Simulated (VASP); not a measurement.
Crystal: CuO (zincblende type).

```
CELL_PARAMETERS angstrom
0.00000 2.23228 2.23228
2.23228 0.00000 2.23228
2.23228 2.23228 0.00000
ATOMIC_POSITIONS crystal
Cu 0.00000 0.00000 0.00000
O 0.25000 0.25000 0.25000
```

```yaml
Program: VASP 6.6.1
Task: relaxation of cell and atoms
Functional: PBE
Potentials_or_basis: VASP PAW PBE potentials, release 64 (Cu, O)
Cutoff: 600 eV
k_mesh: 16 × 16 × 16
Occupations: fermi-dirac, width 0.05 eV
Spin: no spin polarisation
```

At the start: pressure 6.5 GPa; volume 11.12 Å³/atom.

Problem. How do energy, volume and symmetry change on relaxing?

Solution. Over 3 steps the energy falls by 9.9 meV/atom and the volume is 11.62 Å³/atom (+4.5 %); space group F-43m (No. 216, to 0.1 Å) before and after.

The path:
| step | energy change (eV) | largest force (eV/Å) | pressure (GPa) | volume (Å³) |
| --- | --- | --- | --- | --- |
| 1 | 0.0000 | 0.0000 | 6.50 | 22.25 |
| 2 | -0.0155 | 0.0000 | -2.66 | 23.73 |
| 3 | -0.0197 | 0.0000 | 0.02 | 23.25 |

Final structure:
```yaml
crystal:
  lattice:
    - [0.00000, 2.26532, 2.26532]
    - [2.26532, 0.00000, 2.26532]
    - [2.26532, 2.26532, 0.00000]
  atoms:
    - { symbol: Cu, position: [0.00000, 0.00000, 0.00000] }
    - { symbol: O, position: [0.25000, 0.25000, 0.25000] }
```

Caveat: an odd number of electrons without spin polarisation forces a metal; a magnetic or distorted state may lie lower.
